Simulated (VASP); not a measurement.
# BaTe: single point with PBEsol

BaTe:

```
CELL_PARAMETERS angstrom
0.00000 3.38711 3.38711
3.38711 0.00000 3.38711
3.38711 3.38711 0.00000
ATOMIC_POSITIONS crystal
Ba 0.00000 0.00000 0.00000
Te 0.50000 0.50000 0.50000
```

```yaml
Program: VASP 6.6.1
Task: single point
Functional: PBEsol
Potentials_or_basis: VASP PAW PBE potentials, release 64 (Ba_sv, Te)
Cutoff: 520 eV
k_mesh: 10 × 10 × 10
Occupations: fermi-dirac, width 0.05 eV
Spin: no spin polarisation
```

- Pressure: 3.3 GPa
- Band gap on the k mesh: 1.18 eV (least direct gap 1.56 eV)

Levels at points of the mesh, in eV from the valence-band top:
```
           k point  band 6  band 7  band 8  band 9  band 10  band 11
(0.00, 0.00, 0.00)    0.00    0.00    0.00    2.78     2.78     2.78
(0.50, 0.00, 0.00)   -2.57   -1.36   -1.36    4.20     4.93     5.04
(0.50, 0.50, 0.00)   -1.17   -0.38   -0.38    1.18     4.56     4.98
```

Run time: 30 s on 1 thread of Intel(R) Xeon(R) Platinum 8488C (Sapphire Rapids), on a shared host, peak memory 0.23 GiB.

Caveat: the cell stands under pressure; the PAW data sets were made with another functional, which shifts forces and pressure a little; spin-orbit coupling is left out, which moves the levels of the heavy elements. A k mesh can miss the band edges.
